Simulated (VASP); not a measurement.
A run of VASP 6.6.1 is set up as follows.

The input INCAR:

```
  ALGO = Normal
  EDIFF = 1E-7
  EDIFFG = -0.02
  ENCUT = 500
  GGA = PE
  GGA_COMPAT = False
  IBRION = 2
  ISIF = 3
  ISMEAR = -1
  LASPH = True
  LCHARG = False
  LREAL = False
  LWAVE = False
  NELM = 120
  NELMIN = 4
  NSW = 80
  PREC = Accurate
  PSTRESS = 200.0
  SIGMA = 0.1
```

The input KPOINTS:

```
k-points
0
Gamma
  9 9 9
```

File POSCAR:

```
Sb
1.0
   -1.9600000000      1.9600000000      1.9600000000
    1.9600000000     -1.9600000000      1.9600000000
    1.9600000000      1.9600000000     -1.9600000000
Sb
1
Direct
    0.0000000000      0.0000000000      0.0000000000
```

Potentials or basis: VASP PAW PBE potentials, release 64 (Sb).

Command:

```console
$ cat potpaw_PBE.64/Sb/POTCAR > POTCAR
$ mpirun -np 1 vasp_std > vasp.out
```

(1) Estimate the space group after relaxing (to 0.1 Å).

(2) Estimate the band gap on the k mesh.

(3) Predict the relaxed volume.

(4) What does it give for the relaxed cell?

Answers

(1) Im-3m (No. 229).

(2) zero (an odd number of electrons rules out a gap without spin polarisation).

(3) 22.21 Å³/atom.

(4) a = 3.067 Å, b = 3.067 Å, c = 3.067 Å, α = 109.47°, β = 109.47°, γ = 109.47°.

Caveat: the cell is relaxed towards a set pressure, so the run minimises the enthalpy, not the energy; the volume moved by over 15 % at a fixed basis, so the end points are rough; spin-orbit coupling is left out, which moves the levels of the heavy elements.
